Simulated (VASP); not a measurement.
The system is IrPd2.

```xyz
3
Lattice="-1.6031 1.6031 3.9325 1.6031 -1.6031 3.9325 1.6031 1.6031 -3.9325" Properties=species:S:1:pos:R:3 pbc="T T T"
Pd    0.0000    0.0000    5.2303
Pd    0.0000    0.0000    2.6348
Ir    0.0000    0.0000    0.0000
```

| Item | Value |
| --- | --- |
| Program | VASP 6.6.1 |
| Task | relaxation of cell and atoms |
| Functional | PBE |
| Potentials or basis | VASP PAW PBE potentials, release 64 (Pd, Ir) |
| Cutoff | 600 eV |
| k mesh | 8 × 8 × 8 |
| Occupations | gaussian, width 0.1 eV |
| Spin | no spin polarisation |

At the start: pressure 34.8 GPa; volume 13.47 Å³/atom.

Where does the relaxation end?

Over 7 steps the energy falls by 161.8 meV/atom and the volume is 15.14 Å³/atom (+12.3 %); space group I4/mmm (No. 139, to 0.1 Å) before and after.

The path:
```
step  energy change (eV)  largest force (eV/Å)  pressure (GPa)  volume (Å³)
   1              0.0000                0.0468           34.75        40.42
   2              1.2764                0.4857          -28.02        60.03
   3             -0.4769                0.2275           -2.76        46.00
   4             -0.4818                0.2106           -0.60        45.53
   5             -0.4821                0.2061           -0.03        45.41
   6             -0.4849                0.0821            0.02        45.41
   7             -0.4855                0.0016            0.09        45.41
```

Final structure:
```
CELL_PARAMETERS angstrom
-1.65863 1.65863 4.12683
1.65863 -1.65863 4.12683
1.65863 1.65863 -4.12683
ATOMIC_POSITIONS crystal
Pd 0.66339 0.66339 0.00000
Pd 0.33661 0.33661 0.00000
Ir 0.00000 0.00000 0.00000
```
